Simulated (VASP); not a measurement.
Input of a VASP 6.6.1 run:

The input INCAR:

```
ALGO = Normal
EDIFF = 1E-6
ENCUT = 520
GGA = CA
ISIF = 2
ISMEAR = 0
LASPH = True
LCHARG = False
LREAL = False
LWAVE = False
NBANDS = 11
NELM = 80
PREC = Accurate
SIGMA = 0.01
```

File KPOINTS:

```
k-points
0
Gamma
  8 8 8
```

The input POSCAR:

```
BP
1.0
    0.0000000000      2.2690000000      2.2690000000
    2.2690000000      0.0000000000      2.2690000000
    2.2690000000      2.2690000000      0.0000000000
B P
1 1
Direct
    0.0000000000      0.0000000000      0.0000000000
    0.2500000000      0.2500000000      0.2500000000
```

Potentials or basis: VASP PAW LDA potentials, release 64 (B, P).

Command:

```bash
$ cat potpaw_LDA.64/B/POTCAR potpaw_LDA.64/P/POTCAR > POTCAR
$ mpirun -np 1 vasp_std > vasp.out
```

Problem. What does it give for the pressure?

Solution. -5.3 GPa.

Problem. Estimate the band gap on the k mesh.

Solution. 1.22 eV, indirect (least direct gap 3.38 eV).

A k mesh can miss the band edges. As with any semilocal functional, this LDA gap is likely too small.
